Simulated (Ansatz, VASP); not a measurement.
Be in VASP and in Ansatz

```
Be
1.0
     2.26955    0.00000    0.00000
    -1.13478    1.96549    0.00000
     0.00000    0.00000    3.58761
Be
2
Cartesian
  -0.0357 1.3103 0.8969
  1.1704 0.6552 2.6907
```

Change from the starting cell: mode 4 frozen in at -0.035 Å, equal normal strain along x, y and z +0.0250.

Alike in both runs: task single point; functional PBE; dispersion D3(BJ); k mesh 24 × 24 × 12; occupations gaussian, width 0.15 eV; no spin polarisation.

```csv
,VASP,Ansatz
version,VASP 6.6.1,Ansatz 0.2.0
potentials or method,"VASP PAW PBE potentials, release 64 (Be), cutoff 520 eV","scalar-relativistic, plane waves, PAW"
valence electrons in the cell,4,4
```

|  | VASP | Ansatz | Ansatz less VASP |
| --- | --- | --- | --- |
| gap on the k mesh at the Fermi level (eV) | none | none | - |
| pressure (GPa) | -8.5 | -8.7 | -0.15 |
| traceless stress, the component that is largest in VASP (GPa) | 1.79 | 1.78 | -0.009 |
| rms of the force components (eV/Å) | 0.142 | 0.142 | 0.0000 |

Atom by atom the forces differ by 0.000 eV/Å (rms over components). A gap of «none» marks a metal or a gap that the smearing closes.
